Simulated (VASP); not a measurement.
# BaTiO3 (Amm2) in VASP: a series of runs, part 2 of 2

VASP 6.6.1.

### 3 Single point, PBEsol

This run uses another cell than the first one, of 12.53 Å³/atom.

The input, INCAR:

```
SYSTEM = BaTiO3
PREC = Accurate ; ENCUT = 520
EDIFF = 1E-6 ; ISMEAR = 0
SIGMA = 0.02 ; LREAL = .False.
LASPH = .True. ; NELM = 80
ALGO = Normal ; ISIF = 2
LWAVE = .False. ; LCHARG = .False.
GGA = PS ; NBANDS = 28
```

The input, KPOINTS:

```
regular mesh
0
Gamma
  6 6 6
  0 0 0
```

The input, POSCAR:

```
BaTiO3
1.0
    3.9323600000      0.0000000000      0.0000000000
    0.0000000000      2.7990746667      2.8451500000
    0.0000000000     -2.7990746667      2.8451500000
Ba Ti O
1 1 3
Direct
    0.0000000000      0.0000000000      0.0000000000
    0.5000000000      0.5124000000      0.5124000000
    0.0000000000      0.4874000000      0.4874000000
    0.5000000000      0.5052400000      0.9918400000
    0.5000000000      0.9918400000      0.5052400000
```

Potentials or basis: VASP PAW PBE potentials, release 64 (Ba_sv, Ti_sv, O).

Run with:

```console
$ cat potpaw_PBE.64/Ba_sv/POTCAR potpaw_PBE.64/Ti_sv/POTCAR potpaw_PBE.64/O/POTCAR > POTCAR
$ mpirun -np 1 vasp_std > vasp.out
```

Wall time 61 s (1 thread of Intel Xeon Platinum 8488C (Sapphire Rapids), shared host); peak memory 0.23 GiB.

It converged, with:

| Item | Value |
| --- | --- |
| Free energy | -41.9652 eV |
| Pressure | 2.7 GPa |
| Largest force | 0.240 eV/Å |
| Band gap on the k mesh | 1.83 eV (least direct gap 1.98 eV) |

Forces in eV/Å, atoms in the order of the input:
```
Ba   0.000  0.000  0.171
Ti   0.000  0.000  0.093
O    0.000  0.000  0.182
O    0.000 -0.087 -0.223
O    0.000  0.087 -0.223
```

Stress tensor (GPa, compression positive):
```
3.76 0.00 0.00
0.00 4.20 0.00
0.00 0.00 0.14
```

Levels at points of the mesh, in eV from the valence-band top:
```
           k point  band 17  band 18  band 19  band 20  band 21  band 22  band 23  band 24
(0.00, 0.00, 0.00)    -1.14    -0.35    -0.27    -0.15     1.83     1.90     2.12     4.20
(0.50, 0.00, 0.00)    -1.90    -1.85    -0.90    -0.73     2.07     3.68     3.75     4.18
(0.00, 0.50, 0.00)    -1.88    -1.73    -0.84    -0.75     2.13     3.64     3.68     4.27
(0.50, 0.50, 0.00)    -1.73    -0.87    -0.86    -0.09     3.66     3.74     4.10     4.97
(0.00, 0.50, 0.50)    -1.67    -0.97    -0.88    -0.16     3.63     3.73     4.06     5.17
(0.50, 0.50, 0.50)    -2.35    -0.06    -0.01     0.00     4.35     4.35     4.38     6.65
```

Caveat: the PAW data sets were made with another functional, which shifts forces and pressure a little; spin-orbit coupling is left out, which moves the levels of the heavy elements. PBEsol gaps usually lie below the measured ones, often by a third to a half.

### 4 Single point, PBEsol

This run uses another cell than the first one, of 12.70 Å³/atom.

The input, INCAR:

```
SYSTEM = BaTiO3
PREC = Accurate
ENCUT = 520
EDIFF = 1E-7
ISMEAR = 0
SIGMA = 0.02
LREAL = .FALSE.
LASPH = .TRUE.
NELM = 80
ALGO = Normal
ISIF = 2
LWAVE = .FALSE.
LCHARG = .FALSE.
GGA = PS
NBANDS = 28
```

The input, KPOINTS:

```
regular mesh
0
G
  6 6 6
  0 0 0
```

Edit POSCAR of step 3 so:

```diff
@@ -2,5 +2,5 @@
 1.0
-    3.9323600000      0.0000000000      0.0000000000
-    0.0000000000      2.7990746667      2.8451500000
-    0.0000000000     -2.7990746667      2.8451500000
+    3.9589300000      0.0000000000      0.0000000000
+    0.0000000000      2.8179873333      2.8451500000
+    0.0000000000     -2.8179873333      2.8451500000
 Ba Ti O
```

Potentials or basis: VASP PAW PBE potentials, release 64 (Ba_sv, Ti_sv, O).

Run with:

```console
$ cat potpaw_PBE.64/Ba_sv/POTCAR potpaw_PBE.64/Ti_sv/POTCAR potpaw_PBE.64/O/POTCAR > POTCAR
$ mpirun -np 1 vasp_std > vasp.out
```

OUTCAR:

```text
SYSTEM = BaTiO3
   PREC = Accurate
   ENCUT = 520
   EDIFF = 1E-7
   ISMEAR = 0
   LREAL = .FALSE.
   LASPH = .TRUE.
   NELM = 80
   ISIF = 2
   GGA = PS

 ion  position               nearest neighbor table
   1  0.000  0.000  0.000-   3 2.77   4 2.80   5 2.80   4 2.80   5 2.80   3 2.82   3 2.82   4 2.83
                             5 2.83   5 2.83   4 2.83   3 2.92   2 3.41   2 3.41   2 3.44   2 3.44
   2  0.500  0.512  0.512-   4 1.92   5 1.92   3 1.98   3 1.98   5 2.09   4 2.09   1 3.41   1 3.41
                             1 3.44   1 3.44   1 3.44   1 3.44   1 3.52   1 3.52
[... 954 lines left out ...]
  -------------------------------------------------------------------------------------
  Total        0.2927456      0.4191578     -0.4909105      0.0000000      0.0000000      0.0000000
  in kB        7.3883748     10.5787918    -12.3897031      0.0000000      0.0000000      0.0000000
  external PRESSURE =       1.8591545 kB  Pullay stress =       0.0000000 kB

 VOLUME and BASIS-vectors are now :
 -----------------------------------------------------------------------------
  energy-cutoff  :      520.00
  volume of cell :       63.48
      direct lattice vectors                 reciprocal lattice vectors
     3.958930000  0.000000000  0.000000000     0.252593504  0.000000000  0.000000000
     0.000000000  2.817987333  2.845150000     0.000000000  0.177431600  0.175737659
     0.000000000 -2.817987333  2.845150000     0.000000000 -0.177431600  0.175737659

 POSITION                                       TOTAL-FORCE (eV/Angst)
 -----------------------------------------------------------------------------------
      0.00000      0.00000      0.00000         0.000000      0.000000      0.162546
      1.97947      0.00000      2.91571         0.000000      0.000000      0.137409
      0.00000      0.00000      2.77345         0.000000      0.000000      0.202081
      1.97947     -1.37123      4.25942         0.000000     -0.038724     -0.251018
      1.97947      1.37123      4.25942         0.000000      0.038724     -0.251018
 -----------------------------------------------------------------------------------
    total drift:                                0.000000      0.000001      0.000555

  FREE ENERGIE OF THE ION-ELECTRON SYSTEM (eV)
  ---------------------------------------------------
  free  energy   TOTEN  =       -41.9788244312 eV

  energy  without entropy=      -41.9788244312  energy(sigma->0) =      -41.97882443
```

It took 64 s on 1 thread of Intel Xeon Platinum 8488C (Sapphire Rapids), shared host; peak memory 0.23 GiB.

Results:

```yaml
Free_energy: -41.9788 eV
Pressure: 0.2 GPa
Largest_force: 0.254 eV/Å
Band_gap_on_the_k_mesh: 1.82 eV (least direct gap 2.00 eV)
```

Forces on the atoms (eV/Å):
```
Ba   0.000  0.000  0.163
Ti   0.000  0.000  0.137
O    0.000  0.000  0.202
O    0.000 -0.039 -0.251
O    0.000  0.039 -0.251
```

Stress tensor (GPa, compression positive):
```
 0.74  0.00  0.00
 0.00  1.06  0.00
 0.00  0.00 -1.24
```

Caveat: the PAW data sets were made with another functional, which shifts forces and pressure a little; spin-orbit coupling is left out, which moves the levels of the heavy elements.

### 5 Summary

```csv
cell,gap on the mesh (eV),pressure (GPa),largest force (eV/Å)
"a = 3.906, b = 3.978, c = 3.978 Å, angles 88.7, 90.0, 90.0°, 5 atoms",1.83,5.3,0.24
"a = 3.932, b = 3.991, c = 3.991 Å, angles 89.1, 90.0, 90.0°, 5 atoms",1.83,2.7,0.24
"a = 3.959, b = 4.004, c = 4.004 Å, angles 89.5, 90.0, 90.0°, 5 atoms",1.82,0.2,0.25
```

Alike in all rows: task single point; level PBEsol; potentials or basis VASP PAW PBE potentials, release 64 (Ba_sv, Ti_sv, O); no spin polarisation; k mesh 6 × 6 × 6; cutoff (eV) 520; smearing gaussian 0.02 eV.

Caveats: the PAW data sets were made with another functional, which shifts forces and pressure a little; spin-orbit coupling is left out, which moves the levels of the heavy elements; the cell stands under pressure (at least some runs).

Total energies depend on the potentials used, so only differences within one code and one set of settings carry meaning.
